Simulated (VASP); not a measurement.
**GaN: single point with PBE-based screened hybrid**

GaN:

```
Ga N
1.0
     5.23038    0.00000    0.00000
    -2.61519    4.52964    0.00000
     0.00000    0.00000    3.39010
Ga N
1 1
Direct
  0.00000 0.00000 0.50000
  0.00000 0.00000 0.00000
```

```yaml
Program: VASP 6.6.1
Task: single point
Functional: PBE-based screened hybrid
Potentials_or_basis: VASP PAW PBE potentials, release 64 (Ga_d, N)
Cutoff: 520 eV
k_mesh: 3 × 3 × 4
Occupations: fermi-dirac, width 0.05 eV
Spin: no spin polarisation
Dipole_correction: no
Grid_for_exact_exchange_PRECFOCK: Normal
Share_of_exact_exchange: 0.25
Further_INCAR_settings: ALGO = Normal; EDIFF = 1e-06; NBANDS = 16
Screening_parameter: 0.3 1/Å
```

* Pressure: -1.2 GPa
* Band gap on the k mesh: 2.12 eV, indirect (least direct gap 3.89 eV)

Stress tensor (GPa, compression positive):
```
 0.06  0.00  0.00
 0.00  0.06  0.00
 0.00  0.00 -3.63
```

Levels at points of the mesh, in eV from the valence-band top:
```csv
k point,band 6,band 7,band 8,band 9,band 10,band 11,band 12,band 13
"(0.00, 0.00, 0.00)",-12.95,-3.83,-1.78,-1.78,2.12,7.12,8.86,8.86
"(0.00, 0.00, 0.50)",-14.20,-6.73,0.00,0.00,5.42,5.42,6.33,7.31
```

It took 2.4 min on 1 thread of Intel(R) Xeon(R) 6975P-C (Granite Rapids), with other jobs on the host, peak memory 0.31 GiB.

Caveat: the k points lie up to 0.46 Å⁻¹ apart; the PAW data sets were made with another functional, which shifts forces and pressure a little. A k mesh can miss the band edges.
